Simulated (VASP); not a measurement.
Te, 1 atom in the cell. Symmetry: Fm-3m, No. 225, cubic system. Conventional cell: a = 4.778 Å, b = 4.778 Å, c = 4.778 Å, α = 90.00°, β = 90.00°, γ = 90.00°. Te (site symmetry m-3m) has 12 Te at 3.38 Å within 4.4 Å.  This cell differs from its parent crystal: volume scaled by 0.96.

- Program: VASP 6.6.1
- Task: single point
- Functional: r2SCAN
- Potentials or basis: VASP PAW PBE potentials, release 64 (Te)
- Cutoff: 520 eV
- k mesh: 13 × 13 × 13
- Occupations: fermi-dirac, width 0.1 eV
- Spin: no spin polarisation
- Dipole correction: no
- Further INCAR settings: ALGO = Normal; EDIFF = 1e-07; NBANDS = 9

Potentials or basis: VASP PAW PBE potentials, release 64 (Te).

Launch:

```console
$ cat potpaw_PBE.64/Te/POTCAR > POTCAR
$ cp INCAR.step1 INCAR
$ mpirun -np 1 vasp_std > vasp.out
$ cp INCAR.step2 INCAR
$ mpirun -np 1 vasp_std > vasp.out
```

Hardware: 1 thread of Intel(R) Xeon(R) Platinum 8488C (Sapphire Rapids), with other jobs on the host.

**Question.** Estimate the wall time of this run.

**Answer.** Wall time 58 s on 1 thread of Intel(R) Xeon(R) Platinum 8488C (Sapphire Rapids), on a shared host, peak memory 0.17 GiB. Counts: k points 84.
